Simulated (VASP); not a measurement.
# AlN (P6_3mc) in VASP: single point with PBEsol

Aim: the single point of AlN with PBEsol.

Everything below comes from runs of VASP 6.6.1. Logs are shortened: lines on timing, memory, paths and dates and some standing lists are left out, and cuts for length are marked.

**Measured values to compare with.**

From “Structural and optical properties of self-assembled AlN nanowires grown on SiO2/Si substrates by molecular beam epitaxy”, 2024, arxiv:2402.00216, for a bulk crystal of AlN at 0 K: band gap 6.0343 eV (an exciton energy, a little under the gap).

The runs below are set against these values where they give the same quantity.

### Step 1. The cell of the first run

Symmetry: P6_3mc, No. 186, hexagonal system. The conventional cell has a = 3.114 Å, b = 3.114 Å, c = 4.983 Å, α = 90.00°, β = 90.00°, γ = 120.00°. Within 2.5 Å of Al (site symmetry 3m) lie 4 N at 1.89 to 1.90 Å. N (site symmetry 3m) has 4 Al at 1.89 to 1.90 Å within 2.5 Å.

### Step 2. Single point, PBEsol

The input, INCAR:

```
PREC     = Accurate       # precision mode
ENCUT    = 600            # plane-wave cutoff, eV
EDIFF    = 1E-6           # SCF threshold, eV
ISMEAR   = 0              # smearing method
SIGMA    = 0.02           # smearing width, eV
LREAL    = F              # projectors in reciprocal space
LASPH    = T              # aspherical terms in the spheres
NELM     = 120            # most SCF steps
ALGO     = Normal         # electronic algorithm
ISIF     = 2              # what is computed and relaxed
LWAVE    = F              # write WAVECAR
LCHARG   = F              # write CHGCAR
GGA      = PS             # functional
NBANDS   = 16             # bands
GGA_COMPAT= F
```

The input, KPOINTS:

```
regular mesh
0
Gamma
  6 6 4
```

The input, POSCAR:

```
AlN
1.0
    3.1138126658      0.0000000000      0.0000000000
   -1.5569063329      2.6966408712      0.0000000000
    0.0000000000      0.0000000000      4.9833864552
Al N
2 2
Direct
    0.3333333333      0.6666666667     -0.0009968573
    0.6666666667      0.3333333333      0.4990031427
    0.3333333333      0.6666666667      0.3809968573
    0.6666666667      0.3333333333      0.8809968573
```

Potentials or basis: VASP PAW PBE potentials, release 64 (Al, N).

On the command line:

```
> cat potpaw_PBE.64/Al/POTCAR potpaw_PBE.64/N/POTCAR > POTCAR
> mpirun -np 1 vasp_std > vasp.out
```

OUTCAR:

```text
PREC = Accurate
   ENCUT = 600
   EDIFF = 1E-6
   ISMEAR = 0
   LREAL = F
   LASPH = T
   NELM = 120
   ISIF = 2
   GGA = PS

 ion  position               nearest neighbor table
   1  0.333  0.667  0.999-   4 1.89   4 1.89   4 1.89   3 1.90   2 3.07   2 3.07   2 3.07   2 3.07
                             2 3.07   2 3.07
   2  0.667  0.333  0.499-   3 1.89   3 1.89   3 1.89   4 1.90   1 3.07   1 3.07   1 3.07   1 3.07
                             1 3.07   1 3.07
   3  0.333  0.667  0.381-   2 1.89   2 1.89   2 1.89   1 1.90
   4  0.667  0.333  0.881-   1 1.89   1 1.89   1 1.89   2 1.90

  LATTYP: Found a hexagonal cell.
 ALAT       =     3.1138126658
 C/A-ratio  =     1.6004130595

  Lattice vectors:

 A1 = (   3.1138126658,   0.0000000000,   0.0000000000)
 A2 = (  -1.5569063329,   2.6966408712,   0.0000000000)
 A3 = (   0.0000000000,   0.0000000000,   4.9833864552)

Analysis of symmetry for initial positions (statically):
=====================================================================
 Subroutine PRICEL returns:
 Original cell was already a primitive cell.

 Routine SETGRP: Setting up the symmetry group for a
 hexagonal supercell.

 Subroutine GETGRP returns: Found 12 space group operations
 (whereof  6 operations were pure point group operations)
 out of a pool of 24 trial point group operations.

The static configuration has the point symmetry C_3v.
 The point group associated with its full space group is C_6v.

Analysis of symmetry for dynamics (positions and initial velocities):
=====================================================================
 Subroutine PRICEL returns:
 Original cell was already a primitive cell.

 Routine SETGRP: Setting up the symmetry group for a
 hexagonal supercell.

 Subroutine GETGRP returns: Found 12 space group operations
 (whereof  6 operations were pure point group operations)
 out of a pool of 24 trial point group operations.

The dynamic configuration has the point symmetry C_3v.
 The point group associated with its full space group is C_6v.

 Subroutine INISYM returns: Found 12 space group operations
 (whereof  6 operations are pure point group operations),
 and found     1 'primitive' translations

----------------------------------------------------------------------------------------

                                     Primitive cell

  volume of cell :      41.8447

  direct lattice vectors                    reciprocal lattice vectors
     3.113812666  0.000000000  0.000000000     0.321149699  0.185415865  0.000000000
    -1.556906333  2.696640871  0.000000000     0.000000000  0.370831730  0.000000000
     0.000000000  0.000000000  4.983386455     0.000000000  0.000000000  0.200666757

  length of vectors
     3.113812666  3.113812666  4.983386455     0.370831730  0.370831730  0.200666757

  position of ions in fractional coordinates (direct lattice)
     0.333333333  0.666666667  0.999003143
     0.666666667  0.333333333  0.499003143
     0.333333333  0.666666667  0.380996857
     0.666666667  0.333333333  0.880996857

  ion indices of the primitive-cell ions
   primitive index   ion index
                 1           1
                 2           2
                 3           3
                 4           4

----------------------------------------------------------------------------------------

 KPOINTS: regular mesh

Automatic generation of k-mesh.
 Grid dimensions read from file:
 generate k-points for:    6    6    4

 Generating k-lattice:

  Cartesian coordinates                     Fractional coordinates (reciprocal lattice)
     0.053524950  0.030902644  0.000000000     0.166666667  0.000000000  0.000000000
     0.000000000  0.061805288  0.000000000     0.000000000  0.166666667  0.000000000
     0.000000000  0.000000000  0.050166689     0.000000000  0.000000000  0.250000000

  Length of vectors
     0.061805288  0.061805288  0.050166689

  Shift w.r.t. Gamma in fractional coordinates (k-lattice)
     0.000000000  0.000000000  0.000000000

 Subroutine IBZKPT returns following result:
 ===========================================

 Found     21 irreducible k-points:

 Following reciprocal coordinates:
            Coordinates               Weight
  0.000000  0.000000  0.000000      1.000000
  0.166667  0.000000  0.000000      6.000000
  0.333333 -0.000000  0.000000      6.000000
  0.500000  0.000000  0.000000      3.000000
  0.166667  0.166667  0.000000      6.000000
  0.333333  0.166667  0.000000     12.000000
[... 13 lines left out ...]
  0.333333  0.166667  0.500000     12.000000
  0.333333  0.333333  0.500000      2.000000
   k-points           NKPTS =     21   k-points in BZ     NKDIM =     21   number of bands    NBANDS=     16
   number of dos      NEDOS =    301   number of ions     NIONS =      4
   total plane-waves  NPLWV =  31360
   dimension x,y,z NGX =    28 NGY =   28 NGZ =   40
   dimension x,y,z NGXF=    56 NGYF=   56 NGZF=   80
   ions per type =               2   2
   NGX,Y,Z   is equivalent  to a cutoff of  14.95, 14.95, 13.34 a.u.
   NGXF,Y,Z  is equivalent  to a cutoff of  29.90, 29.90, 26.69 a.u.
 SYSTEM =  unknown system
   PREC   = accura    normal or accurate (medium, high low for compatibility)
   ISTART =      0    job   : 0-new  1-cont  2-samecut
   ICHARG =      2    charge: 1-file 2-atom 10-const
   ISPIN  =      1    spin polarized calculation?
   LNONCOLLINEAR =      F non collinear calculations
   LSORBIT =      F    spin-orbit coupling
   LASPH  =      T    aspherical Exc in radial PAW
   ENCUT  =  600.0 eV  44.10 Ry    6.64 a.u.   6.22  6.22  9.95*2*pi/ulx,y,z
   NELM   =    120;   NELMIN=  2; NELMDL= -5     # of ELM steps
   EDIFF  = 0.1E-05   stopping-criterion for ELM
   LREAL  =      F    real-space projection
   EDIFFG = 0.1E-04   stopping-criterion for IOM
   NSW    =      0    number of steps for IOM
   IBRION =     -1    ionic relax: 0-MD 1-quasi-New 2-CG
   NFREE  =      0    steps in history (QN), initial steepest desc. (CG)
   ISIF   =      2    stress and relaxation
   ISYM   =      2    0-nonsym 1-usesym 2-fastsym
   POTIM  = 0.5000    time-step for ionic-motion
   TEBEG  =    0.0;   TEEND  =   0.0 temperature during run
   PSTRESS=    0.0 pullay stress
   NELECT =      16.0000    total number of electrons
   NUPDOWN=      -1.0000    fix difference up-down
   EMIN   =  10.00;   EMAX   =-10.00  energy-range for DOS
   EFERMI =   0.00;   METHOD = LEGACY
   ISMEAR =     0;   SIGMA  =   0.02  broadening in eV -4-tet -1-fermi 0-gaus
   EFERMI_NEDOS =   21; number of points for ismear=-14 and -15
   IALGO  =     38    algorithm
   IMIX   =      4    mixing-type and parameters
     AMIX     =   0.40;   BMIX     =  1.00
     AMIX_MAG =   1.60;   BMIX_MAG =  1.00
  volume/ion in A,a.u.               =      10.46        70.60
  Fermi-wavevector in a.u.,A,eV,Ry     =   1.188233  2.245434 19.210019  1.411897
  Thomas-Fermi vector in A             =   2.324367
   LORBIT       =      0    0 simple, 1 ext, 2 COOP (PROOUT), +10 PAW based schemes
   GGA     = PS    functional components
   LHFCALC =     F    Hartree Fock is set to
   AEXX    =    0.0000 exact exchange contribution
   IVDW    =     0    specifies the selected vdW correction
   LEPSILON=     F    determine dielectric tensor
   LRPA    =     F    only Hartree local field effects (RPA)
 non-spin polarized calculation
 Gauss-broadening in eV      SIGMA  =   0.02
  energy-cutoff  :      600.00
  volume of cell :       41.84
 maximum number of plane-waves:      1412
 NGX is ok and might be reduce to    28
   NGX = 13   NGY = 13   NGZ = 19

 number of electron      15.9999999 magnetization

 Free energy of the ion-electron system (eV)
  ---------------------------------------------------
  ext. energy  EPLUGINS =         0.00000000
  ---------------------------------------------------
  free energy    TOTEN  =       -31.31431855 eV

  energy without entropy =      -31.31431855  energy(sigma->0) =      -31.31431855

 E-fermi :   6.1529     XC(G=0): -11.0995

 val. band max:        6.0524182718   @ k =   0.0000   0.0000   0.0000
 cond. band min:      10.1628281161   @ k =   0.0000   0.0000   0.0000
 fundamental gap:      4.1104098443
 Fermi energy:         6.1529061455

 k-point     1 :       0.0000    0.0000    0.0000
  band No.  band energies     occupation
      1      -9.1106      2.00000
      2      -6.9304      2.00000
      3       0.0009      2.00000
      4       5.1735      2.00000
      5       5.1735      2.00000
      6       5.8280      2.00000
[... 8 lines left out ...]
     15      19.0705      0.00000
     16      19.0705      0.00000

 k-point     2 :       0.1667    0.0000    0.0000
  band No.  band energies     occupation
      1      -8.7605      2.00000
      2      -6.7405      2.00000
      3       0.4191      2.00000
      4       3.7402      2.00000
      5       4.5306      2.00000
      6       4.7777      2.00000
[... 8 lines left out ...]
     15      18.2898      0.00000
     16      18.7115      0.00000

 k-point     3 :       0.3333   -0.0000    0.0000
  band No.  band energies     occupation
      1      -7.8547      2.00000
      2      -6.4035      2.00000
      3       1.5036      2.00000
      4       1.5753      2.00000
      5       2.6984      2.00000
      6       4.1840      2.00000
[... 8 lines left out ...]
     15      18.0299      0.00000
     16      20.3080      0.00000

 k-point     4 :       0.5000    0.0000    0.0000
  band No.  band energies     occupation
      1      -7.1172      2.00000
      2      -6.4128      2.00000
      3       0.5475      2.00000
      4       1.8505      2.00000
      5       2.6739      2.00000
      6       3.9370      2.00000
[... 8 lines left out ...]
     15      18.7219      0.00000
     16      21.0527      0.00000
[... 267 lines left out ...]
 k-point    19 :       0.1667    0.1667    0.5000
  band No.  band energies     occupation
      1      -7.3933      2.00000
      2      -7.3933      2.00000
      3       1.8023      2.00000
      4       1.8023      2.00000
      5       4.1926      2.00000
      6       4.1926      2.00000
[... 8 lines left out ...]
     15      18.8623      0.00000
     16      18.8623      0.00000

 k-point    20 :       0.3333    0.1667    0.5000
  band No.  band energies     occupation
      1      -6.7588      2.00000
      2      -6.7588      2.00000
      3       0.8471      2.00000
      4       0.8471      2.00000
      5       3.3873      2.00000
      6       3.3873      2.00000
[... 8 lines left out ...]
     15      19.3731      0.00000
     16      19.3731      0.00000

 k-point    21 :       0.3333    0.3333    0.5000
  band No.  band energies     occupation
      1      -6.5289      2.00000
      2      -6.5289      2.00000
      3       1.1733      2.00000
      4       1.1733      2.00000
      5       2.1333      2.00000
      6       2.1333      2.00000
[... 8 lines left out ...]
     15      19.7104      0.00000
     16      19.7104      0.00000

------------------------ aborting loop because EDIFF is reached ----------------------------------------

  FORCE on cell =-STRESS in cart. coord.  units (eV):
  Direction    XX          YY          ZZ          XY          YZ          ZX
  --------------------------------------------------------------------------------------
  -------------------------------------------------------------------------------------
  Total       -0.0513748     -0.0513748     -0.0544531      0.0000000      0.0000000      0.0000000
  in kB       -1.9670730     -1.9670730     -2.0849356      0.0000000      0.0000000      0.0000000
  external PRESSURE =      -2.0063606 kB  Pullay stress =       0.0000000 kB

 VOLUME and BASIS-vectors are now :
 -----------------------------------------------------------------------------
  energy-cutoff  :      600.00
  volume of cell :       41.84
      direct lattice vectors                 reciprocal lattice vectors
     3.113812666  0.000000000  0.000000000     0.321149699  0.185415865  0.000000000
    -1.556906333  2.696640871  0.000000000     0.000000000  0.370831730  0.000000000
     0.000000000  0.000000000  4.983386455     0.000000000  0.000000000  0.200666757

 POSITION                                       TOTAL-FORCE (eV/Angst)
 -----------------------------------------------------------------------------------
     -0.00000      1.79776      4.97842        -0.000000      0.000000     -0.001494
      1.55691      0.89888      2.48673        -0.000000      0.000000     -0.001494
     -0.00000      1.79776      1.89865        -0.000000      0.000000      0.001494
      1.55691      0.89888      4.39035         0.000000     -0.000000      0.001494
 -----------------------------------------------------------------------------------
    total drift:                               -0.000000      0.000000      0.000553

  FREE ENERGIE OF THE ION-ELECTRON SYSTEM (eV)
  ---------------------------------------------------
  free  energy   TOTEN  =       -31.3143185493 eV

  energy  without entropy=      -31.3143185493  energy(sigma->0) =      -31.31431855
```

Run time: 26 s. Hardware: 1 thread of Intel Xeon 8259CL, shared host; peak memory 0.17 GiB.

Results:

```yaml
Free_energy: -31.3143 eV
Pressure: -0.2 GPa
Band_gap_on_the_k_mesh: 4.11 eV, direct
```

Levels at points of the mesh, in eV from the valence-band top:
```tsv
k point	band 6	band 7	band 8	band 9	band 10	band 11
(0.00, 0.00, 0.00)	-0.22	-0.22	0.00	4.11	6.54	10.49
(0.50, 0.00, 0.00)	-2.12	-1.81	-0.70	5.66	5.67	8.07
(0.00, 0.00, 0.50)	-0.56	-0.56	-0.56	6.36	6.36	10.20
(0.50, 0.00, 0.50)	-1.49	-1.38	-1.38	5.17	5.17	9.12
```

Caveat: the PAW data sets were made with another functional, which shifts forces and pressure a little.

### Step 3. Against experiment

Step 2. Against the measured gap of AlN, 6.0343 eV (an exciton energy, a little under the gap; 0 K; quoted in “Structural and optical properties of self-assembled AlN nanowires grown on SiO2/Si substrates by molecular beam epitaxy”, 2024, arxiv:2402.00216), the calculated 4.11 eV is off by -1.92 eV. 2 values of this kind are on record (6.034 to 6.0343 eV); this one was drawn at random. The value is that of PBEsol, without temperature or zero-point motion. Semilocal functionals fall short of measured gaps as a rule.
